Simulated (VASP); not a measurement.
# TaWC2 (R-3m) in VASP: a series of runs

The runs below take TaWC2 through single point, with LDA.

Everything below comes from runs of VASP 6.6.1. Logs are shortened: lines on timing, memory, paths and dates and some standing lists are left out, and cuts for length are marked.

## (1) The cell of the first run

The structure is trigonal, space group R-3m (No. 166). Conventional cell: a = 3.165 Å, b = 3.165 Å, c = 15.406 Å, α = 90.00°, β = 90.00°, γ = 120.00°. Within 2.9 Å of W (site symmetry -3m) lie 6 C at 2.22 Å. Within 3.0 Å of Ta (site symmetry -3m) lie 6 C at 2.24 Å. Within 2.9 Å of C (site symmetry 3m) lie 3 W at 2.22 Å and 3 Ta at 2.24 Å.

## (2) Single point, LDA (11.13 Å³/atom)

INCAR

```
PREC = Accurate ; ENCUT = 520
EDIFF = 1E-6 ; ISMEAR = -1
SIGMA = 0.05 ; LREAL = F
LASPH = T ; NELM = 80
ALGO = Normal ; ISIF = 2
LWAVE = F ; LCHARG = F
NBANDS = 24
```

KPOINTS

```
Automatic mesh
0
Gamma
  10 10 10
```

POSCAR

```
TaWC2
1.0
    1.5822650862      0.9135211734      5.1354062173
   -1.5822650862      0.9135211734      5.1354062173
    0.0000000000     -1.8270423469      5.1354062173
W Ta C
1 1 2
Direct
    0.0000000000      0.0000000000      0.0000000000
    0.5000000000      0.5000000000      0.5000000000
    0.2509330000      0.2509330000      0.2509330000
    0.7490670000      0.7490670000      0.7490670000
```

Potentials or basis: VASP PAW LDA potentials, release 64 (W_sv, Ta_pv, C).

Launch:

```
$ cat potpaw_LDA.64/W_sv/POTCAR potpaw_LDA.64/Ta_pv/POTCAR potpaw_LDA.64/C/POTCAR > POTCAR
$ mpirun -np 1 vasp_std > vasp.out
```

OUTCAR:

```text
PREC = Accurate
   ENCUT = 520
   EDIFF = 1E-6
   ISMEAR = -1
   LREAL = F
   LASPH = T
   NELM = 80
   ISIF = 2

 ion  position               nearest neighbor table
   1  0.000  0.000  0.000-   4 2.22   3 2.22   4 2.22   4 2.22   3 2.22   3 2.22   2 3.15   2 3.15
                             2 3.15   2 3.15   2 3.15   2 3.15
   2  0.500  0.500  0.500-   3 2.24   4 2.24   3 2.24   3 2.24   4 2.24   4 2.24   1 3.15   1 3.15
                             1 3.15   1 3.15   1 3.15   1 3.15
   3  0.251  0.251  0.251-   1 2.22   1 2.22   1 2.22   2 2.24   2 2.24   2 2.24
   4  0.749  0.749  0.749-   1 2.22   1 2.22   1 2.22   2 2.24   2 2.24   2 2.24

  LATTYP: Found a trigonal (rhomboedric) cell.
 ALAT       =     5.4507321301
 COS(alpha) =     0.8314693846

  Lattice vectors:

 A1 = (   1.5822650862,   0.9135211734,   5.1354062173)
 A2 = (  -1.5822650862,   0.9135211734,   5.1354062173)
 A3 = (   0.0000000000,  -1.8270423469,   5.1354062173)

Analysis of symmetry for initial positions (statically):
=====================================================================
 Subroutine PRICEL returns:
 Original cell was already a primitive cell.

 Routine SETGRP: Setting up the symmetry group for a
 trigonal (rhombohedral) supercell.

 Subroutine GETGRP returns: Found 12 space group operations
 (whereof 12 operations were pure point group operations)
 out of a pool of 12 trial point group operations.

The static configuration has the point symmetry D_3d.

Analysis of symmetry for dynamics (positions and initial velocities):
=====================================================================
 Subroutine PRICEL returns:
 Original cell was already a primitive cell.

 Routine SETGRP: Setting up the symmetry group for a
 trigonal (rhombohedral) supercell.

 Subroutine GETGRP returns: Found 12 space group operations
 (whereof 12 operations were pure point group operations)
 out of a pool of 12 trial point group operations.

The dynamic configuration has the point symmetry D_3d.

 Subroutine INISYM returns: Found 12 space group operations
 (whereof 12 operations are pure point group operations),
 and found     1 'primitive' translations

----------------------------------------------------------------------------------------

                                     Primitive cell

  volume of cell :      44.5373

[... 85 lines left out ...]
   ICHARG =      2    charge: 1-file 2-atom 10-const
   ISPIN  =      1    spin polarized calculation?
   LNONCOLLINEAR =      F non collinear calculations
   LSORBIT =      F    spin-orbit coupling
   LASPH  =      T    aspherical Exc in radial PAW
   ENCUT  =  520.0 eV  38.22 Ry    6.18 a.u.  10.13 10.13 10.13*2*pi/ulx,y,z
   NELM   =     80;   NELMIN=  2; NELMDL= -5     # of ELM steps
   EDIFF  = 0.1E-05   stopping-criterion for ELM
   LREAL  =      F    real-space projection
   EDIFFG = 0.1E-04   stopping-criterion for IOM
   NSW    =      0    number of steps for IOM
   IBRION =     -1    ionic relax: 0-MD 1-quasi-New 2-CG
   NFREE  =      0    steps in history (QN), initial steepest desc. (CG)
   ISIF   =      2    stress and relaxation
   ISYM   =      2    0-nonsym 1-usesym 2-fastsym
   POTIM  = 0.5000    time-step for ionic-motion
   TEBEG  =    0.0;   TEEND  =   0.0 temperature during run
   PSTRESS=    0.0 pullay stress
   NELECT =      33.0000    total number of electrons
   NUPDOWN=      -1.0000    fix difference up-down
   EMIN   =  10.00;   EMAX   =-10.00  energy-range for DOS
   EFERMI =   0.00;   METHOD = LEGACY
   ISMEAR =    -1;   SIGMA  =   0.05  broadening in eV -4-tet -1-fermi 0-gaus
   EFERMI_NEDOS =   21; number of points for ismear=-14 and -15
   IALGO  =     38    algorithm
   IMIX   =      4    mixing-type and parameters
     AMIX     =   0.40;   BMIX     =  1.00
     AMIX_MAG =   1.60;   BMIX_MAG =  1.00
  volume/ion in A,a.u.               =      11.13        75.14
  Fermi-wavevector in a.u.,A,eV,Ry     =   1.481397  2.799435 29.858496  2.194538
  Thomas-Fermi vector in A             =   2.595312
   LORBIT       =      0    0 simple, 1 ext, 2 COOP (PROOUT), +10 PAW based schemes
   GGA     = CA    functional components
   LHFCALC =     F    Hartree Fock is set to
   AEXX    =    0.0000 exact exchange contribution
   IVDW    =     0    specifies the selected vdW correction
   LEPSILON=     F    determine dielectric tensor
   LRPA    =     F    only Hartree local field effects (RPA)
 non-spin polarized calculation
  energy-cutoff  :      520.00
  volume of cell :       44.54
 maximum number of plane-waves:      1214
 NGX is ok and might be reduce to    42
   NGX = 21   NGY = 21   NGZ = 21

 number of electron      33.0000002 magnetization

 Free energy of the ion-electron system (eV)
  ---------------------------------------------------
  ext. energy  EPLUGINS =         0.00000000
  ---------------------------------------------------
  free energy    TOTEN  =       -47.97415866 eV

  energy without entropy =      -47.95867565  energy(sigma->0) =      -47.96641716

 E-fermi :   9.8893     XC(G=0): -13.4698

 val. band max:        9.8891536135   @ k =  -0.1000   0.2000   0.1000
 cond. band min:       9.9017053997   @ k =  -0.3000   0.1000   0.0000
 fundamental gap:      0.0125517862
 Fermi energy:         9.8893024324

 k-point     1 :       0.0000    0.0000    0.0000
  band No.  band energies     occupation
      1     -64.9868      2.00000
      2     -29.4852      2.00000
      3     -29.3139      2.00000
      4     -29.3139      2.00000
      5     -25.6113      2.00000
      6     -25.2611      2.00000
[... 637 lines left out ...]
     23      15.6920      0.00000
     24      16.3673      0.00000

 [... further k-points ...]
[... 5 lines left out ...]
  --------------------------------------------------------------------------------------
  -------------------------------------------------------------------------------------
  Total       -5.8039283     -5.8039283     -5.7804632      0.0000000      0.0000000     -0.0000000
  in kB     -208.7895249   -208.7895248   -207.9453937      0.0000000      0.0000000     -0.0000000
  external PRESSURE =    -208.5081478 kB  Pullay stress =       0.0000000 kB

 VOLUME and BASIS-vectors are now :
 -----------------------------------------------------------------------------
  energy-cutoff  :      520.00
  volume of cell :       44.54
      direct lattice vectors                 reciprocal lattice vectors
     1.582265086  0.913521173  5.135406217     0.316002675  0.182444230  0.064908854
    -1.582265086  0.913521173  5.135406217    -0.316002675  0.182444230  0.064908854
     0.000000000 -1.827042347  5.135406217     0.000000000 -0.364888459  0.064908854

 POSITION                                       TOTAL-FORCE (eV/Angst)
 -----------------------------------------------------------------------------------
      0.00000      0.00000      0.00000        -0.000000     -0.000000      0.000000
      0.00000     -0.00000      7.70311         0.000000     -0.000000      0.000000
      0.00000     -0.00000      3.86593        -0.000000     -0.000000      0.078531
      0.00000     -0.00000     11.54029        -0.000000      0.000000     -0.078531
 -----------------------------------------------------------------------------------
    total drift:                                0.000000      0.000000      0.000000

  FREE ENERGIE OF THE ION-ELECTRON SYSTEM (eV)
  ---------------------------------------------------
  free  energy   TOTEN  =       -47.9741586633 eV

  energy  without entropy=      -47.9586756549  energy(sigma->0) =      -47.96641716
```

OSZICAR:

```text
N       E                     dE             d eps       ncg     rms          rms(c)
DAV:   1     0.267544254638E+03    0.26754E+03   -0.16796E+04  5568   0.145E+03
DAV:   2    -0.415311212603E+02   -0.30908E+03   -0.29611E+03  6320   0.423E+02
DAV:   3    -0.548961024261E+02   -0.13365E+02   -0.13104E+02  7208   0.819E+01
DAV:   4    -0.551012845266E+02   -0.20518E+00   -0.20479E+00  6112   0.105E+01
DAV:   5    -0.551043593741E+02   -0.30748E-02   -0.30744E-02  7264   0.123E+00    0.370E+01
DAV:   6    -0.484117798916E+02    0.66926E+01   -0.29750E+01  6352   0.341E+01    0.112E+01
DAV:   7    -0.482280206532E+02    0.18376E+00   -0.31205E+00  6992   0.119E+01    0.837E+00
DAV:   8    -0.480189516055E+02    0.20907E+00   -0.10679E+00  6752   0.653E+00    0.434E+00
DAV:   9    -0.479752979557E+02    0.43654E-01   -0.10598E-01  6888   0.214E+00    0.468E-01
DAV:  10    -0.479744033367E+02    0.89462E-03   -0.52885E-03  7032   0.452E-01    0.173E-01
DAV:  11    -0.479741775097E+02    0.22583E-03   -0.76577E-04  6928   0.218E-01    0.933E-02
DAV:  12    -0.479741584828E+02    0.19027E-04   -0.73511E-05  6600   0.562E-02    0.258E-02
DAV:  13    -0.479741586633E+02   -0.18054E-06   -0.20515E-06  5888   0.965E-03
   1 F= -.47974159E+02 E0= -.47966417E+02  d E =-.154830E-01
```

stdout:

```text
POSCAR found type information on POSCAR W TaC
 POSCAR found :  3 types and       4 ions
 scaLAPACK will be used
 LDA part: xc-table for (Slater(with rela. corr.)+CA(PZ))
 , standard interpolation
 POSCAR, INCAR and KPOINTS ok, starting setup
 FFT: planning ... GRIDC
 FFT: planning ... GRID_SOFT
 FFT: planning ... GRID
 WAVECAR not read
 entering main loop
```

Wall time 9 min (1 thread of Intel Xeon 8259CL, shared host); peak memory 0.31 GiB.

Results:

```
Free energy            : -47.9742 eV
Pressure               : -20.9 GPa
Largest force          : 0.079 eV/Å
Band gap on the k mesh : zero (an odd number of electrons rules out a gap without spin polarisation)
```

Forces on the atoms (eV/Å):
```
W    0.000  0.000  0.000
Ta   0.000  0.000  0.000
C    0.000  0.000  0.079
C    0.000  0.000 -0.079
```

Levels at points of the mesh, in eV from the Fermi level:
```tsv
k point	band 15	band 16	band 17	band 18	band 19	band 20
(0.00, 0.00, 0.00)	-1.99	-0.73	-0.73	-0.67	-0.24	-0.24
(0.50, 0.00, 0.00)	-4.32	-1.23	-0.70	1.37	2.05	2.98
(0.50, 0.50, 0.00)	-2.09	-2.03	1.14	1.56	1.72	2.44
(0.50, 0.50, 0.50)	-4.23	-0.94	-0.94	0.17	0.17	0.26
```

Caveat: the cell stands under tension; spin-orbit coupling is left out, which moves the levels of the heavy elements.

## (3) Single point, LDA (10.26 Å³/atom)

This run uses another cell than the first one, of 10.26 Å³/atom.

INCAR

```
SYSTEM = TaWC2
PREC = Accurate
ENCUT = 520
EDIFF = 1E-7
ISMEAR = -1
SIGMA = 0.05
LREAL = .False.
LASPH = .True.
NELM = 80
ALGO = Normal
ISIF = 2
LWAVE = .False.
LCHARG = .False.
GGA = CA
NBANDS = 24
```

KPOINTS

```
Automatic mesh
0
Gamma
  10 10 10
  0 0 0
```

POSCAR

```
TaWC2
1.0
    1.5397674660      0.8889851610      4.9974757625
   -1.5397674660      0.8889851610      4.9974757625
    0.0000000000     -1.7779703220      4.9974757625
W Ta C
1 1 2
Direct
    0.0000000000      0.0000000000      0.0000000000
    0.5000000000      0.5000000000      0.5000000000
    0.2509330000      0.2509330000      0.2509330000
    0.7490670000      0.7490670000      0.7490670000
```

Potentials or basis: VASP PAW LDA potentials, release 64 (W_sv, Ta_pv, C).

Launch:

```
$ cat potpaw_LDA.64/W_sv/POTCAR potpaw_LDA.64/Ta_pv/POTCAR potpaw_LDA.64/C/POTCAR > POTCAR
$ mpirun -np 1 vasp_std > vasp.out
```

Run time: 6.5 min. Hardware: 1 thread of Intel Xeon 8259CL, shared host; peak memory 0.29 GiB.

It converged, with:

* Free energy: -48.1388 eV
* Pressure: 7.6 GPa
* Largest force: 0.097 eV/Å
* Band gap on the k mesh: zero (an odd number of electrons rules out a gap without spin polarisation)

Forces in eV/Å, atoms in the order of the input:
```
W    0.000  0.000  0.000
Ta   0.000  0.000  0.000
C    0.000  0.000  0.097
C    0.000  0.000 -0.097
```

Levels at points of the mesh, in eV from the Fermi level:
```csv
k point,band 13,band 14,band 15,band 16,band 17,band 18,band 19,band 20,band 21,band 22
"(0.00, 0.00, 0.00)",-2.36,-2.36,-2.22,-0.84,-0.84,-0.78,-0.24,-0.24,2.10,2.10
"(0.50, 0.00, 0.00)",-5.68,-5.07,-4.67,-1.31,-0.79,1.61,2.37,3.37,3.92,5.47
"(0.50, 0.50, 0.00)",-5.54,-5.08,-2.17,-2.11,1.34,1.80,1.97,2.80,3.75,3.92
"(0.50, 0.50, 0.50)",-5.30,-4.61,-4.61,-1.03,-1.03,0.17,0.17,0.33,0.75,5.22
```

Caveat: the cell stands under pressure; spin-orbit coupling is left out, which moves the levels of the heavy elements.

## (4) Single point, LDA (10.48 Å³/atom)

This run uses another cell than the first one, of 10.48 Å³/atom.

Edit INCAR of step 3 so:

```diff
@@ -8,3 +8,3 @@
 LASPH = .True.
-NELM = 80
+NELM = 100
 ALGO = Normal
@@ -13,3 +13,2 @@
 LCHARG = .False.
-GGA = CA
 NBANDS = 24
```

KPOINTS

```
regular mesh
0
Gamma
  10 10 10
  0 0 0
```

POSCAR

```
TaWC2
1.0
    1.5506112562      0.8952458261      5.0326704134
   -1.5506112562      0.8952458261      5.0326704134
    0.0000000000     -1.7904916524      5.0326704134
W Ta C
1 1 2
Direct
    0.0000000000      0.0000000000      0.0000000000
    0.5000000000      0.5000000000      0.5000000000
    0.2509330000      0.2509330000      0.2509330000
    0.7490670000      0.7490670000      0.7490670000
```

Launch:

```
$ cat potpaw_LDA.64/W_sv/POTCAR potpaw_LDA.64/Ta_pv/POTCAR potpaw_LDA.64/C/POTCAR > POTCAR
$ mpirun -np 1 vasp_std > vasp.out
```

Wall time 6.8 min (1 thread of Intel Xeon 8259CL, shared host); peak memory 0.3 GiB.

The run converged. Its results:

```yaml
Free_energy: -48.1577 eV
Pressure: -0.7 GPa
Largest_force: 0.092 eV/Å
Band_gap_on_the_k_mesh: zero (an odd number of electrons rules out a gap without spin polarisation)
```

Forces on the atoms (eV/Å):
```
W    0.000  0.000  0.000
Ta   0.000  0.000  0.000
C    0.000  0.000  0.092
C    0.000  0.000 -0.092
```

Levels at points of the mesh, in eV from the Fermi level:
| k point | band 13 | band 14 | band 15 | band 16 | band 17 | band 18 | band 19 | band 20 | band 21 | band 22 |
| --- | --- | --- | --- | --- | --- | --- | --- | --- | --- | --- |
| (0.00, 0.00, 0.00) | -2.30 | -2.30 | -2.16 | -0.81 | -0.81 | -0.76 | -0.24 | -0.24 | 2.03 | 2.03 |
| (0.50, 0.00, 0.00) | -5.59 | -4.97 | -4.58 | -1.29 | -0.77 | 1.54 | 2.28 | 3.26 | 3.81 | 5.32 |
| (0.50, 0.50, 0.00) | -5.39 | -5.06 | -2.15 | -2.09 | 1.29 | 1.73 | 1.90 | 2.70 | 3.63 | 3.80 |
| (0.50, 0.50, 0.50) | -5.18 | -4.51 | -4.51 | -1.01 | -1.01 | 0.17 | 0.17 | 0.31 | 0.74 | 5.09 |

Caveat: spin-orbit coupling is left out, which moves the levels of the heavy elements.

## (5) Single point, LDA (10.70 Å³/atom)

This run uses another cell than the first one, of 10.70 Å³/atom.

INCAR

```
PREC = Accurate ; ENCUT = 520
EDIFF = 1E-7 ; ISMEAR = -1
SIGMA = 0.05 ; LREAL = F
LASPH = T ; NELM = 60
ALGO = Normal ; ISIF = 2
LWAVE = F ; LCHARG = T
GGA = CA ; LELF = T
LVHAR = T ; NBANDS = 24
```

KPOINTS

```
regular mesh
0
Gamma
  10 10 10
```

POSCAR

```
TaWC2
1.0
    1.5613054648      0.9014201304      5.0673795820
   -1.5613054648      0.9014201304      5.0673795820
    0.0000000000     -1.8028402609      5.0673795820
W Ta C
1 1 2
Direct
    0.0000000000      0.0000000000      0.0000000000
    0.5000000000      0.5000000000      0.5000000000
    0.2509330000      0.2509330000      0.2509330000
    0.7490670000      0.7490670000      0.7490670000
```

Launch:

```
$ cat potpaw_LDA.64/W_sv/POTCAR potpaw_LDA.64/Ta_pv/POTCAR potpaw_LDA.64/C/POTCAR > POTCAR
$ mpirun -np 1 vasp_std > vasp.out
```

Wall time 7 min (1 thread of Intel Xeon 8259CL, shared host); peak memory 0.29 GiB.

The run converged. Its results:

```
Free energy            : -48.1337 eV
Pressure               : -8.2 GPa
Largest force          : 0.088 eV/Å
Band gap on the k mesh : zero (an odd number of electrons rules out a gap without spin polarisation)
```

Forces in eV/Å, atoms in the order of the input:
```
W    0.000  0.000  0.000
Ta   0.000  0.000  0.000
C    0.000  0.000  0.088
C    0.000  0.000 -0.088
```

Levels at points of the mesh, in eV from the Fermi level:
```tsv
k point	band 14	band 15	band 16	band 17	band 18	band 19	band 20	band 21
(0.00, 0.00, 0.00)	-2.23	-2.10	-0.79	-0.79	-0.73	-0.24	-0.24	1.96
(0.50, 0.00, 0.00)	-4.88	-4.49	-1.27	-0.74	1.48	2.20	3.16	3.69
(0.50, 0.50, 0.00)	-5.03	-2.13	-2.07	1.24	1.67	1.84	2.61	3.51
(0.50, 0.50, 0.50)	-4.41	-4.41	-0.98	-0.98	0.17	0.17	0.30	0.74
```

Caveat: the cell stands under tension; spin-orbit coupling is left out, which moves the levels of the heavy elements.

## (6) The runs side by side

| cell | gap on the mesh (eV) | pressure (GPa) | largest force (eV/Å) |
| --- | --- | --- | --- |
| a = 5.451 Å, angles 33.8°, 4 atoms | none | -20.9 | 0.08 |
| a = 5.304 Å, angles 33.8°, 4 atoms | none | 7.6 | 0.10 |
| a = 5.342 Å, angles 33.8°, 4 atoms | none | -0.7 | 0.09 |
| a = 5.379 Å, angles 33.8°, 4 atoms | none | -8.2 | 0.09 |

Alike in all rows: task single point; level LDA; potentials or basis VASP PAW LDA potentials, release 64 (W_sv, Ta_pv, C); no spin polarisation; k mesh 10 × 10 × 10; cutoff (eV) 520; smearing fermi-dirac 0.05 eV.

Caveats: spin-orbit coupling is left out, which moves the levels of the heavy elements; the cell stands under tension (at least some runs); the cell stands under pressure (at least some runs).

Absolute energies hang on the potentials; compare differences alone.
